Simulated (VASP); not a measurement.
# BaTiO3 (P4mm) in VASP: dielectric tensor with r2SCAN

Aim: the dielectric tensor of BaTiO3 with r2SCAN.

Program: VASP 6.6.1. These are calculated values, not measurements. Logs are shortened: lines on timing, memory, paths and dates and some standing lists are left out, and cuts for length are marked.

### Step 1. The cell of the first run

It takes space group P4mm (No. 99, tetragonal). Conventional cell: a = 4.051 Å, b = 4.051 Å, c = 4.013 Å, α = 90.00°, β = 90.00°, γ = 90.00°. Within 3.7 Å of Ba (site symmetry 4mm) lie 12 O at 2.81 to 2.90 Å and 8 Ti at 3.46 to 3.53 Å. Within 2.4 Å of Ti (site symmetry 4mm) lie 6 O at 1.83 to 2.18 Å. Within 2.9 Å of O (site symmetry 2mm) lie 2 Ti at 2.03 Å and 4 Ba at 2.81 to 2.90 Å and 8 O at 2.82 to 2.89 Å. O (site symmetry 4mm) has 2 Ti at 1.83 to 2.18 Å within 2.4 Å.

### Step 2. Dielectric tensor, r2SCAN (epitaxial xy strain +2.0%)

INCAR reads:

```
SYSTEM = BaTiO3
PREC = Accurate ; ENCUT = 580
EDIFF = 1E-8 ; ISMEAR = 0
SIGMA = 0.01 ; LREAL = .False.
LASPH = .True. ; NELM = 300
ALGO = All ; ISIF = 2
LWAVE = .False. ; LCHARG = .False.
METAGGA = R2SCAN ; LMIXTAU = .True.
LCALCEPS = .True. ; GGA_COMPAT = .False.
ISEARCH = 1 ; KPAR = 4
```

KPOINTS reads:

```
Automatic mesh
0
Gamma
  6 6 6
  0 0 0
```

POSCAR reads:

```
BaTiO3
1.0
    4.0514814922      0.0000000000      0.0000000000
    0.0000000000      4.0514814922      0.0000000000
    0.0000000000      0.0000000000      4.0125839363
Ba Ti O
1 1 3
Direct
    0.5000000000      0.5000000000      0.5807531748
    0.0000000000      0.0000000000      0.0960831836
    0.0000000000      0.5000000000      0.0652048700
    0.5000000000      0.0000000000      0.0652048700
    0.0000000000      0.0000000000      0.5527508916
```

Potentials or basis: VASP PAW PBE potentials, release 64 (Ba_sv, Ti_sv, O).

Run with:

```sh
$ cat potpaw_PBE.64/Ba_sv/POTCAR potpaw_PBE.64/Ti_sv/POTCAR potpaw_PBE.64/O/POTCAR > POTCAR
$ mpirun -np 4 vasp_std > vasp.out
```

OUTCAR:

```text
SYSTEM = BaTiO3
   PREC = Accurate
   ENCUT = 580
   EDIFF = 1E-8
   ISMEAR = 0
   LREAL = .False.
   LASPH = .True.
   NELM = 300
   ISIF = 2
   METAGGA = R2SCAN

 ion  position               nearest neighbor table
   1  0.500  0.500  0.581-   3 2.81   4 2.81   4 2.81   3 2.81   5 2.87   5 2.87   5 2.87   5 2.87
                             3 2.90   4 2.90   3 2.90   4 2.90   2 3.46   2 3.46   2 3.46   2 3.46
   2  0.000  0.000  0.096-   5 1.83   4 2.03   3 2.03   3 2.03   4 2.03   5 2.18   1 3.46   1 3.46
                             1 3.46   1 3.46   1 3.53   1 3.53   1 3.53   1 3.53
   3  0.000  0.500  0.065-   2 2.03   2 2.03   1 2.81   1 2.81   1 2.90   1 2.90
   4  0.500  0.000  0.065-   2 2.03   2 2.03   1 2.81   1 2.81   1 2.90   1 2.90
   5  0.000  0.000  0.553-   2 1.83   2 2.18   1 2.87   1 2.87   1 2.87   1 2.87

  LATTYP: Found a simple tetragonal cell.
 ALAT       =     4.0514814922
 C/A-ratio  =     0.9903991772

  Lattice vectors:

 A1 = (   4.0514814922,   0.0000000000,   0.0000000000)
 A2 = (   0.0000000000,   4.0514814922,   0.0000000000)
 A3 = (   0.0000000000,   0.0000000000,   4.0125839363)

Analysis of symmetry for initial positions (statically):
=====================================================================
 Subroutine PRICEL returns:
 Original cell was already a primitive cell.

 Routine SETGRP: Setting up the symmetry group for a
 simple tetragonal supercell.

 Subroutine GETGRP returns: Found  8 space group operations
 (whereof  8 operations were pure point group operations)
 out of a pool of 16 trial point group operations.

The static configuration has the point symmetry C_4v.

Analysis of symmetry for dynamics (positions and initial velocities):
=====================================================================
 Subroutine PRICEL returns:
 Original cell was already a primitive cell.

 Routine SETGRP: Setting up the symmetry group for a
 simple tetragonal supercell.

 Subroutine GETGRP returns: Found  8 space group operations
 (whereof  8 operations were pure point group operations)
 out of a pool of 16 trial point group operations.

The dynamic configuration has the point symmetry C_4v.

 Subroutine INISYM returns: Found  8 space group operations
 (whereof  8 operations are pure point group operations),
 and found     1 'primitive' translations

----------------------------------------------------------------------------------------

                                     Primitive cell

  volume of cell :      65.8646

  direct lattice vectors                    reciprocal lattice vectors
     4.051481492  0.000000000  0.000000000     0.246823292  0.000000000  0.000000000
     0.000000000  4.051481492  0.000000000     0.000000000  0.246823292  0.000000000
     0.000000000  0.000000000  4.012583936     0.000000000  0.000000000  0.249215971

  length of vectors
     4.051481492  4.051481492  4.012583936     0.246823292  0.246823292  0.249215971

  position of ions in fractional coordinates (direct lattice)
     0.500000000  0.500000000  0.580753175
     0.000000000  0.000000000  0.096083184
     0.000000000  0.500000000  0.065204870
     0.500000000  0.000000000  0.065204870
     0.000000000  0.000000000  0.552750892

  ion indices of the primitive-cell ions
   primitive index   ion index
                 1           1
                 2           2
                 3           3
                 4           4
                 5           5

----------------------------------------------------------------------------------------

 KPOINTS: Automatic mesh

Automatic generation of k-mesh.
 Grid dimensions read from file:
 generate k-points for:    6    6    6

 Generating k-lattice:

  Cartesian coordinates                     Fractional coordinates (reciprocal lattice)
     0.041137215  0.000000000  0.000000000     0.166666667  0.000000000  0.000000000
     0.000000000  0.041137215  0.000000000     0.000000000  0.166666667  0.000000000
     0.000000000  0.000000000  0.041535995     0.000000000  0.000000000  0.166666667

  Length of vectors
[... 54 lines left out ...]
   NELM   =    300;   NELMIN=  2; NELMDL= -5     # of ELM steps
   EDIFF  = 0.1E-07   stopping-criterion for ELM
   LREAL  =      F    real-space projection
   EDIFFG = 0.1E-06   stopping-criterion for IOM
   NSW    =      0    number of steps for IOM
   IBRION =     -1    ionic relax: 0-MD 1-quasi-New 2-CG
   NFREE  =      0    steps in history (QN), initial steepest desc. (CG)
   ISIF   =      2    stress and relaxation
   ISYM   =      2    0-nonsym 1-usesym 2-fastsym
   POTIM  = 0.5000    time-step for ionic-motion
   TEBEG  =    0.0;   TEEND  =   0.0 temperature during run
   PSTRESS=    0.0 pullay stress
   NELECT =      40.0000    total number of electrons
   NUPDOWN=      -1.0000    fix difference up-down
   EMIN   =  10.00;   EMAX   =-10.00  energy-range for DOS
   EFERMI =   0.00;   METHOD = LEGACY
   ISMEAR =     0;   SIGMA  =   0.01  broadening in eV -4-tet -1-fermi 0-gaus
   EFERMI_NEDOS =   21; number of points for ismear=-14 and -15
   IALGO  =     58    algorithm
   IMIX   =      4    mixing-type and parameters
     AMIX     =   0.40;   BMIX     =  1.00
     AMIX_MAG =   1.60;   BMIX_MAG =  1.00
  volume/ion in A,a.u.               =      13.17        88.90
  Fermi-wavevector in a.u.,A,eV,Ry     =   1.386365  2.619850 26.150500  1.922008
  Thomas-Fermi vector in A             =   2.510688
   LORBIT       =      0    0 simple, 1 ext, 2 COOP (PROOUT), +10 PAW based schemes
   METAGGA = R2SCAN    functional components
   LHFCALC =     F    Hartree Fock is set to
   AEXX    =    0.0000 exact exchange contribution
   IVDW    =     0    specifies the selected vdW correction
   LEPSILON=     F    determine dielectric tensor
   LRPA    =     F    only Hartree local field effects (RPA)
   LRPA       =     F
 non-spin polarized calculation
 Gauss-broadening in eV      SIGMA  =   0.01
  energy-cutoff  :      580.00
  volume of cell :       65.86
 maximum number of plane-waves:      2112
 NGX is ok and might be reduce to    32
   NGX = 15   NGY = 15   NGZ = 15

 Total electronic dipole moment: p[elc]=(     0.01741     0.00000    -2.97874 ) |e| Angst

 Total electronic dipole moment: p[elc]=(     0.00000    -0.00000    -2.97873 ) |e| Angst

 number of electron      40.0000013 magnetization

 Free energy of the ion-electron system (eV)
  ---------------------------------------------------
  ext. energy  EPLUGINS =         0.00000000
  ---------------------------------------------------
  free energy    TOTEN  =       -74.20981080 eV

  energy without entropy =      -74.20981080  energy(sigma->0) =      -74.20981080

 E-fermi :   3.5726     XC(G=0): -11.7554

 val. band max:        3.3812447625   @ k =   0.5000   0.5000   0.5000
 cond. band min:   10000.0000000000   @ k =   0.0000   0.0000   0.0000
 fundamental gap:   9996.6187552375
 Fermi energy:         3.5725857094

 k-point     1 :       0.0000    0.0000    0.0000
  band No.  band energies     occupation
      1     -55.4929      2.00000
      2     -30.7228      2.00000
      3     -30.6328      2.00000
      4     -30.6328      2.00000
      5     -22.2342      2.00000
      6     -14.5179      2.00000
[... 637 lines left out ...]
     23   10000.0000      0.00000
     24   10000.0000      0.00000

 [... further k-points ...]

------------------------ aborting loop because EDIFF is reached ----------------------------------------

            Ionic dipole moment: p[ion]=(   -32.41185   -32.41185   -19.82420 ) |e| Angst

 Total electronic dipole moment: p[elc]=(    -0.00000    -0.00000    -2.96316 ) |e| Angst

 MACROSCOPIC STATIC DIELECTRIC TENSOR (including local field effects)
 ------------------------------------------------------
           5.784932     0.000000     0.000000
          -0.000000     5.784932     0.000000
           0.000000     0.000000     5.278332
 ------------------------------------------------------

 PIEZOELECTRIC TENSOR (including local field effects) (e Angst)
          XX          YY          ZZ          XY          YZ          ZX
  --------------------------------------------------------------------------------
  x     0.00000     0.00000     0.00000     0.00000     0.00000     0.33661
  y     0.00000    -0.00000     0.00000     0.00000     0.33662     0.00000
  z     0.67161     0.67161     0.50596     0.00000     0.00000     0.00000

 PIEZOELECTRIC TENSOR (including local field effects) (C/m^2)
          XX          YY          ZZ          XY          YZ          ZX
  --------------------------------------------------------------------------------
  x     0.00000     0.00000     0.00000     0.00000     0.00000     0.08188
  y     0.00000    -0.00000     0.00000     0.00000     0.08188     0.00000
  z     0.16337     0.16337     0.12308     0.00000     0.00000     0.00000

 BORN EFFECTIVE CHARGES (including local field effects) (in |e|, cummulative output)
 ---------------------------------------------------------------------------------
 ion    1
    1     2.69019     0.00000     0.00000
    2     0.00000     2.69019     0.00000
    3     0.00000     0.00000     2.78357
 ion    2
    1     6.81149     0.00000    -0.00000
    2     0.00000     6.81149    -0.00000
    3     0.00000     0.00000     5.95092
 ion    3
    1    -2.13188     0.00000     0.00000
    2     0.00000    -5.41925     0.00000
    3     0.00000     0.00000    -1.93268
 ion    4
    1    -5.41925     0.00000    -0.00000
    2     0.00000    -2.13188     0.00000
    3     0.00000    -0.00000    -1.93268
 ion    5
    1    -1.95055     0.00000     0.00000
    2     0.00000    -1.95055     0.00000
    3     0.00000     0.00000    -4.86913

  FORCE on cell =-STRESS in cart. coord.  units (eV):
  Direction    XX          YY          ZZ          XY          YZ          ZX
  --------------------------------------------------------------------------------------
  -------------------------------------------------------------------------------------
  Total       -1.5924627     -1.5924627      0.7915665      0.0000000      0.0000000      0.0000000
  in kB      -38.7371807    -38.7371807     19.2551165      0.0000000      0.0000000      0.0000000
  external PRESSURE =     -19.4064150 kB  Pullay stress =       0.0000000 kB

 VOLUME and BASIS-vectors are now :
 -----------------------------------------------------------------------------
  energy-cutoff  :      580.00
  volume of cell :       65.86
      direct lattice vectors                 reciprocal lattice vectors
     4.051481492  0.000000000  0.000000000     0.246823292  0.000000000  0.000000000
     0.000000000  4.051481492  0.000000000     0.000000000  0.246823292  0.000000000
     0.000000000  0.000000000  4.012583936     0.000000000  0.000000000  0.249215971

 POSITION                                       TOTAL-FORCE (eV/Angst)
 -----------------------------------------------------------------------------------
      2.02574      2.02574      2.33032         0.000000      0.000000     -0.021794
      0.00000      0.00000      0.38554        -0.000000     -0.000000     -0.147092
      0.00000      2.02574      0.26164         0.000000     -0.000000      0.011369
      2.02574      0.00000      0.26164         0.000000     -0.000000      0.011369
      0.00000      0.00000      2.21796         0.000000     -0.000000      0.146148
 -----------------------------------------------------------------------------------
    total drift:                                0.000000      0.000000      0.006768

  FREE ENERGIE OF THE ION-ELECTRON SYSTEM (eV)
  ---------------------------------------------------
  free  energy   TOTEN  =       -74.2098108003 eV

  energy  without entropy=      -74.2098108003  energy(sigma->0) =      -74.20981080
```

Run time: 14 min. Hardware: 4 MPI ranks of Intel Xeon 6975P-C (Granite Rapids), shared host; peak memory 0.73 GiB.

Results:

* Band gap on the k mesh: 2.14 eV (least direct gap 2.50 eV)
* Electronic dielectric tensor (diagonal): 5.78, 5.78, 5.28
* Born charges (mean of the diagonal): Ba +2.72; Ti +6.52; O -3.16, -2.92 (each value once) e

Levels at points of the mesh, in eV from the valence-band top:
```csv
k point,band 18,band 19,band 20,band 21,band 22,band 23
"(0.00, 0.00, 0.00)",-0.45,-0.36,-0.36,2.14,2.50,4.19
"(0.50, 0.00, 0.00)",-1.58,-1.10,-0.99,2.60,3.73,4.45
"(0.50, 0.50, 0.00)",-1.17,-1.17,-0.09,3.83,3.83,4.18
"(0.00, 0.00, 0.50)",-1.87,-0.73,-0.73,2.30,3.98,4.55
"(0.50, 0.00, 0.50)",-0.89,-0.87,-0.22,3.76,3.98,4.27
"(0.50, 0.50, 0.50)",-0.13,-0.13,0.00,4.41,6.27,6.82
```

Electronic dielectric tensor:
```
5.78 0.00 0.00
0.00 5.78 0.00
0.00 0.00 5.28
```

Born effective charge tensors (e):
atom 1, Ba
```
2.69 0.00 0.00
0.00 2.69 0.00
0.00 0.00 2.78
```
atom 2, Ti
```
6.81 0.00 0.00
0.00 6.81 0.00
0.00 0.00 5.95
```
atom 3, O
```
-2.13  0.00  0.00
 0.00 -5.42  0.00
 0.00  0.00 -1.93
```
atom 4, O
```
-5.42  0.00  0.00
 0.00 -2.13  0.00
 0.00  0.00 -1.93
```
atom 5, O
```
-1.95  0.00  0.00
 0.00 -1.95  0.00
 0.00  0.00 -4.87
```

Dipole moments of the cell (e·Å, modulo the quantum): ionic -32.412, -32.412, -19.824; electronic 0.000, 0.000, -2.963

Caveat: the cell differs from its parent crystal (epitaxial xy strain +2.0%); the PAW data sets were made with another functional, which shifts forces and pressure a little; spin-orbit coupling is left out, which moves the levels of the heavy elements. A k mesh can miss the band edges.

The gap in the log of VASP goes by the Fermi energy; the results here count the filled bands.